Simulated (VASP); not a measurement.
# AlNi in VASP: single point with PBE

Aim: the single point of AlNi with PBE.

Program: VASP 6.6.1. These are calculated values, not measurements. Logs are shortened: lines on timing, memory, paths and dates and some standing lists are left out, and cuts for length are marked.

**1. The cell of the first run**

The cell holds a slab with vacuum, 14 atoms: a = 2.893 Å, b = 4.091 Å, c = 27.274 Å, α = 90.00°, β = 90.00°, γ = 90.00°.

**2. Single point, PBE**

INCAR

```
SYSTEM = AlNi
PREC     = Accurate       ! precision mode
ENCUT    = 520            ! plane-wave cutoff, eV
EDIFF    = 1E-6           ! SCF threshold, eV
ISMEAR   = 0              ! smearing method
SIGMA    = 0.1            ! smearing width, eV
LREAL    = .FALSE.        ! projectors in reciprocal space
LASPH    = .TRUE.         ! aspherical terms in the spheres
NELM     = 60             ! most SCF steps
ALGO     = Normal         ! electronic algorithm
ISIF     = 2              ! what is computed and relaxed
LWAVE    = .FALSE.        ! write WAVECAR
LCHARG   = .TRUE.         ! write CHGCAR
LDIPOL   = .TRUE.       
IDIPOL   = 3            
DIPOL    = 0.5 0.5 0.500
GGA      = PE             ! functional
LELF     = .TRUE.         ! ELF
LVHAR    = .TRUE.       
LVACPOTAV= .TRUE.       
NBANDS   = 58             ! bands
```

KPOINTS

```
regular mesh
0
G
  12 9 1
  0 0 0
```

POSCAR

```
AlNi
1.0
    2.8930835185      0.0000000000      0.0000000000
    0.0000000000      4.0914379490      0.0000000000
    0.0000000000      0.0000000000     27.2743138470
Al Ni
7 7
Direct
    0.0000000000      0.5000000000      0.2721728886
    0.0000000000      0.0000000000      0.3495467019
    0.0000000000      0.5000000000      0.4252654341
    0.0000000000      0.0000000000      0.4999999955
    0.0000000000      0.5000000000      0.5747345654
    0.0000000000      0.0000000000      0.6504532975
    0.0000000000      0.5000000000      0.7278271188
    0.5000000000      0.0000000000      0.2784000240
    0.5000000000      0.5000000000      0.3509723138
    0.5000000000      0.0000000000      0.4244399396
    0.5000000000      0.5000000000      0.4999999977
    0.5000000000      0.0000000000      0.5755600567
    0.5000000000      0.5000000000      0.6490276871
    0.5000000000      0.0000000000      0.7215999794
```

Potentials or basis: VASP PAW PBE potentials, release 64 (Al, Ni).

On the command line:

```
$ cat potpaw_PBE.64/Al/POTCAR potpaw_PBE.64/Ni/POTCAR > POTCAR
$ mpirun -np 1 vasp_std > vasp.out
```

OUTCAR:

```text
SYSTEM = AlNi
   PREC = Accurate
   ENCUT = 520
   EDIFF = 1E-6
   ISMEAR = 0
   LREAL = .FALSE.
   LASPH = .TRUE.
   NELM = 60
   ISIF = 2
   GGA = PE

 ion  position               nearest neighbor table
   1  0.000  0.500  0.272-   8 2.51   8 2.51   8 2.51   8 2.51   9 2.59   9 2.59   2 2.94   2 2.94

   2  0.000  0.000  0.350-   8 2.42   8 2.42  10 2.50  10 2.50   9 2.51   9 2.51   9 2.51   9 2.51
                             3 2.91   3 2.91   1 2.94   1 2.94
   3  0.000  0.500  0.425-   9 2.49   9 2.49  11 2.50  11 2.50  10 2.51  10 2.51  10 2.51  10 2.51
                             4 2.89   4 2.89   2 2.91   2 2.91
   4  0.000  0.000  0.500-  11 2.51  11 2.51  11 2.51  11 2.51  10 2.52  10 2.52  12 2.52  12 2.52
                             3 2.89   3 2.89   5 2.89   5 2.89
   5  0.000  0.500  0.575-  13 2.49  13 2.49  11 2.50  11 2.50  12 2.51  12 2.51  12 2.51  12 2.51
                             4 2.89   4 2.89   6 2.91   6 2.91
   6  0.000  0.000  0.650-  14 2.42  14 2.42  12 2.50  12 2.50  13 2.51  13 2.51  13 2.51  13 2.51
                             5 2.91   5 2.91   7 2.94   7 2.94
   7  0.000  0.500  0.728-  14 2.51  14 2.51  14 2.51  14 2.51  13 2.59  13 2.59   6 2.94   6 2.94

   8  0.500  0.000  0.278-   2 2.42   2 2.42   1 2.51   1 2.51   1 2.51   1 2.51   9 2.85   9 2.85

   9  0.500  0.500  0.351-   3 2.49   3 2.49   2 2.51   2 2.51   2 2.51   2 2.51   1 2.59   1 2.59
                             8 2.85   8 2.85  10 2.86  10 2.86
  10  0.500  0.000  0.424-   2 2.50   2 2.50   3 2.51   3 2.51   3 2.51   3 2.51   4 2.52   4 2.52
                             9 2.86   9 2.86  11 2.90  11 2.90
  11  0.500  0.500  0.500-   3 2.50   3 2.50   5 2.50   5 2.50   4 2.51   4 2.51   4 2.51   4 2.51
                            10 2.90  10 2.90  12 2.90  12 2.90
  12  0.500  0.000  0.576-   6 2.50   6 2.50   5 2.51   5 2.51   5 2.51   5 2.51   4 2.52   4 2.52
                            13 2.86  13 2.86  11 2.90  11 2.90
  13  0.500  0.500  0.649-   5 2.49   5 2.49   6 2.51   6 2.51   6 2.51   6 2.51   7 2.59   7 2.59
                            14 2.85  14 2.85  12 2.86  12 2.86
  14  0.500  0.000  0.722-   6 2.42   6 2.42   7 2.51   7 2.51   7 2.51   7 2.51  13 2.85  13 2.85

  LATTYP: Found a simple orthorhombic cell.
 ALAT       =     2.8930835185
 B/A-ratio  =     1.4142135624
 C/A-ratio  =     9.4274201462

  Lattice vectors:

 A1 = (   2.8930835185,   0.0000000000,   0.0000000000)
 A2 = (   0.0000000000,   4.0914379490,   0.0000000000)
 A3 = (   0.0000000000,   0.0000000000,  27.2743138470)

Analysis of symmetry for initial positions (statically):
=====================================================================
 Subroutine PRICEL returns:
 Original cell was already a primitive cell.

 Routine SETGRP: Setting up the symmetry group for a
 simple orthorhombic supercell.

 Subroutine GETGRP returns: Found  8 space group operations
 (whereof  8 operations were pure point group operations)
 out of a pool of  8 trial point group operations.

The static configuration has the point symmetry D_2h.

Analysis of symmetry for dynamics (positions and initial velocities):
=====================================================================
 Subroutine PRICEL returns:
 Original cell was already a primitive cell.

 Routine SETGRP: Setting up the symmetry group for a
 simple orthorhombic supercell.

 Subroutine GETGRP returns: Found  8 space group operations
 (whereof  8 operations were pure point group operations)
 out of a pool of  8 trial point group operations.

The dynamic configuration has the point symmetry D_2h.

 Subroutine INISYM returns: Found  8 space group operations
 (whereof  8 operations are pure point group operations),
 and found     1 'primitive' translations

----------------------------------------------------------------------------------------

                                     Primitive cell

  volume of cell :     322.8426

  direct lattice vectors                    reciprocal lattice vectors
     2.893083519  0.000000000  0.000000000     0.345651964  0.000000000  0.000000000
     0.000000000  4.091437949  0.000000000     0.000000000  0.244412848  0.000000000
     0.000000000  0.000000000 27.274313847     0.000000000  0.000000000  0.036664534

  length of vectors
     2.893083519  4.091437949 27.274313847     0.345651964  0.244412848  0.036664534

  position of ions in fractional coordinates (direct lattice)
     0.000000000  0.500000000  0.272172889
     0.000000000  0.000000000  0.349546702
     0.000000000  0.500000000  0.425265434
     0.000000000  0.000000000  0.499999995
     0.000000000  0.500000000  0.574734565
     0.000000000  0.000000000  0.650453298
     0.000000000  0.500000000  0.727827119
     0.500000000  0.000000000  0.278400024
     0.500000000  0.500000000  0.350972314
     0.500000000  0.000000000  0.424439940
     0.500000000  0.500000000  0.499999998
     0.500000000  0.000000000  0.575560057
     0.500000000  0.500000000  0.649027687
     0.500000000  0.000000000  0.721599979

  ion indices of the primitive-cell ions
   primitive index   ion index
                 1           1
                 2           2
                 3           3
                 4           4
                 5           5
                 6           6
                 7           7
                 8           8
                 9           9
                10          10
                11          11
                12          12
                13          13
                14          14

----------------------------------------------------------------------------------------

 KPOINTS: regular mesh

Automatic generation of k-mesh.
 Grid dimensions read from file:
 generate k-points for:   12    9    1

 Generating k-lattice:

  Cartesian coordinates                     Fractional coordinates (reciprocal lattice)
     0.028804330  0.000000000  0.000000000     0.083333333  0.000000000  0.000000000
     0.000000000  0.027156983  0.000000000     0.000000000  0.111111111  0.000000000
     0.000000000  0.000000000  0.036664534     0.000000000  0.000000000  1.000000000

  Length of vectors
     0.028804330  0.027156983  0.036664534

  Shift w.r.t. Gamma in fractional coordinates (k-lattice)
     0.000000000  0.000000000  0.000000000

 Subroutine IBZKPT returns following result:
 ===========================================

 Found     35 irreducible k-points:

 Following reciprocal coordinates:
            Coordinates               Weight
  0.000000  0.000000  0.000000      1.000000
  0.083333  0.000000  0.000000      2.000000
  0.166667  0.000000  0.000000      2.000000
  0.250000  0.000000  0.000000      2.000000
  0.333333  0.000000  0.000000      2.000000
  0.416667  0.000000  0.000000      2.000000
[... 16 lines left out ...]
  0.083333  0.333333  0.000000      4.000000
  0.166667  0.333333  0.000000      4.000000
 [... further k-points ...]
   k-points           NKPTS =     35   k-points in BZ     NKDIM =     35   number of bands    NBANDS=     58
   number of dos      NEDOS =    301   number of ions     NIONS =     14
   total plane-waves  NPLWV = 151200
   dimension x,y,z NGX =    24 NGY =   30 NGZ =  210
   dimension x,y,z NGXF=    48 NGYF=   60 NGZF=  420
   ions per type =               7   7
   NGX,Y,Z   is equivalent  to a cutoff of  13.79, 12.19, 12.80 a.u.
   NGXF,Y,Z  is equivalent  to a cutoff of  27.58, 24.38, 25.60 a.u.
 SYSTEM =  AlNi
   PREC   = accura    normal or accurate (medium, high low for compatibility)
   ISTART =      0    job   : 0-new  1-cont  2-samecut
   ICHARG =      2    charge: 1-file 2-atom 10-const
   ISPIN  =      1    spin polarized calculation?
   LNONCOLLINEAR =      F non collinear calculations
   LSORBIT =      F    spin-orbit coupling
   LASPH  =      T    aspherical Exc in radial PAW
   ENCUT  =  520.0 eV  38.22 Ry    6.18 a.u.   5.38  7.61 50.71*2*pi/ulx,y,z
   NELM   =     60;   NELMIN=  2; NELMDL= -5     # of ELM steps
   EDIFF  = 0.1E-05   stopping-criterion for ELM
   LREAL  =      F    real-space projection
   EDIFFG = 0.1E-04   stopping-criterion for IOM
   NSW    =      0    number of steps for IOM
   IBRION =     -1    ionic relax: 0-MD 1-quasi-New 2-CG
   NFREE  =      0    steps in history (QN), initial steepest desc. (CG)
   ISIF   =      2    stress and relaxation
   ISYM   =      2    0-nonsym 1-usesym 2-fastsym
   POTIM  = 0.5000    time-step for ionic-motion
   TEBEG  =    0.0;   TEEND  =   0.0 temperature during run
   PSTRESS=    0.0 pullay stress
   NELECT =      91.0000    total number of electrons
   NUPDOWN=      -1.0000    fix difference up-down
   EMIN   =  10.00;   EMAX   =-10.00  energy-range for DOS
   EFERMI =   0.00;   METHOD = LEGACY
   ISMEAR =     0;   SIGMA  =   0.10  broadening in eV -4-tet -1-fermi 0-gaus
   EFERMI_NEDOS =   21; number of points for ismear=-14 and -15
   IALGO  =     38    algorithm
   IMIX   =      4    mixing-type and parameters
     AMIX     =   0.40;   BMIX     =  1.00
     AMIX_MAG =   1.60;   BMIX_MAG =  1.00
  volume/ion in A,a.u.               =      23.06       155.62
  Fermi-wavevector in a.u.,A,eV,Ry     =   1.073392  2.028417 15.676231  1.152170
  Thomas-Fermi vector in A             =   2.209190
   LORBIT       =      0    0 simple, 1 ext, 2 COOP (PROOUT), +10 PAW based schemes
   GGA     = PE    functional components
   LHFCALC =     F    Hartree Fock is set to
   AEXX    =    0.0000 exact exchange contribution
   IVDW    =     0    specifies the selected vdW correction
   LEPSILON=     F    determine dielectric tensor
   LRPA    =     F    only Hartree local field effects (RPA)
 non-spin polarized calculation
 Gauss-broadening in eV      SIGMA  =   0.10
  energy-cutoff  :      520.00
  volume of cell :      322.84
 maximum number of plane-waves:      8769
 NGX is ok and might be reduce to    24
   NGX = 11   NGY = 15   NGZ =101

 dipolmoment           0.000000      0.000000     -0.000000 electrons x Angstroem

 number of electron      91.0000065 magnetization

 dipolmoment           0.000000      0.000000      0.000000 electrons x Angstroem

 Free energy of the ion-electron system (eV)
  ---------------------------------------------------
  ext. energy  EPLUGINS =         0.00000000
  ---------------------------------------------------
  free energy    TOTEN  =       -71.45785614 eV

  energy without entropy =      -71.42091847  energy(sigma->0) =      -71.43938730

 E-fermi :   2.9558     XC(G=0):  -7.0371

 val. band max:        2.9532398311   @ k =   0.0000   0.4444   0.0000
 cond. band min:       2.9647636517   @ k =   0.0833   0.3333   0.0000
 fundamental gap:      0.0115238206
 Fermi energy:         2.9558273465

 k-point     1 :       0.0000    0.0000    0.0000
  band No.  band energies     occupation
      1      -7.9064      2.00000
      2      -7.3553      2.00000
      3      -6.5261      2.00000
      4      -5.4807      2.00000
      5      -4.2548      2.00000
      6      -3.0307      2.00000
[... 1429 lines left out ...]
     56       7.7913      0.00000
     57       8.4411      0.00000

 [... further k-points ...]

 [bands above 57 left out]

------------------------ aborting loop because EDIFF is reached ----------------------------------------

  FORCE on cell =-STRESS in cart. coord.  units (eV):
  Direction    XX          YY          ZZ          XY          YZ          ZX
  --------------------------------------------------------------------------------------
  -------------------------------------------------------------------------------------
  Total       -4.6863286     -4.2809611     -0.0809410     -0.0000000      0.0000000      0.0000000
  in kB      -23.2569384    -21.2452131     -0.4016875     -0.0000000      0.0000000      0.0000000
  external PRESSURE =     -14.9679463 kB  Pullay stress =       0.0000000 kB

 VOLUME and BASIS-vectors are now :
 -----------------------------------------------------------------------------
  energy-cutoff  :      520.00
  volume of cell :      322.84
      direct lattice vectors                 reciprocal lattice vectors
     2.893083519  0.000000000  0.000000000     0.345651964  0.000000000  0.000000000
     0.000000000  4.091437949  0.000000000     0.000000000  0.244412848  0.000000000
     0.000000000  0.000000000 27.274313847     0.000000000  0.000000000  0.036664534

 POSITION                                       TOTAL-FORCE (eV/Angst)
 -----------------------------------------------------------------------------------
      0.00000      2.04572      7.42333         0.000000     -0.000000      0.025701
      0.00000      0.00000      9.53365         0.000000      0.000000     -0.008505
      0.00000      2.04572     11.59882         0.000000     -0.000000     -0.011162
      0.00000      0.00000     13.63716         0.000000     -0.000000      0.000000
      0.00000      2.04572     15.67549         0.000000     -0.000000      0.011162
      0.00000      0.00000     17.74067         0.000000     -0.000000      0.008505
      0.00000      2.04572     19.85099         0.000000     -0.000000     -0.025701
      1.44654      0.00000      7.59317         0.000000     -0.000000     -0.004433
      1.44654      2.04572      9.57253         0.000000     -0.000000     -0.008189
      1.44654      0.00000     11.57631         0.000000     -0.000000     -0.000760
      1.44654      2.04572     13.63716         0.000000     -0.000000      0.000000
      1.44654      0.00000     15.69801         0.000000      0.000000      0.000760
      1.44654      2.04572     17.70178         0.000000     -0.000000      0.008189
      1.44654      0.00000     19.68114         0.000000     -0.000000      0.004433
 -----------------------------------------------------------------------------------
    total drift:                                0.000000      0.000000      0.000011

  FREE ENERGIE OF THE ION-ELECTRON SYSTEM (eV)
  ---------------------------------------------------
  free  energy   TOTEN  =       -71.4578561358 eV

  energy  without entropy=      -71.4209184666  energy(sigma->0) =      -71.43938730

 vacuum level on the upper side and lower side of the slab         7.688         7.688
```

Wall time 12 min (1 thread of Intel Xeon 6975P-C (Granite Rapids), shared host); peak memory 0.66 GiB.

What came out:

- Free energy: -71.4579 eV
- Largest force: 0.026 eV/Å

Forces on the atoms (eV/Å):
```
Al   0.000  0.000  0.026
Al   0.000  0.000 -0.009
Al   0.000  0.000 -0.011
Al   0.000  0.000  0.000
Al   0.000  0.000  0.011
Al   0.000  0.000  0.009
Al   0.000  0.000 -0.026
Ni   0.000  0.000 -0.004
Ni   0.000  0.000 -0.008
Ni   0.000  0.000 -0.001
Ni   0.000  0.000  0.000
Ni   0.000  0.000  0.001
Ni   0.000  0.000  0.008
Ni   0.000  0.000  0.004
```

Levels at points of the mesh, in eV from the Fermi level:
| k point | band 41 | band 42 | band 43 | band 44 | band 45 | band 46 | band 47 | band 48 | band 49 | band 50 |
| --- | --- | --- | --- | --- | --- | --- | --- | --- | --- | --- |
| (0.00, 0.00, 0.00) | -1.24 | -1.24 | -1.22 | -1.18 | -0.62 | 0.12 | 1.06 | 1.82 | 2.17 | 2.19 |
| (0.50, 0.00, 0.00) | -0.60 | -0.56 | -0.47 | -0.32 | -0.10 | 0.48 | 0.52 | 1.50 | 2.07 | 2.33 |

Spin polarisation is off, so any magnetic state and its effect on volume and gap are missing.
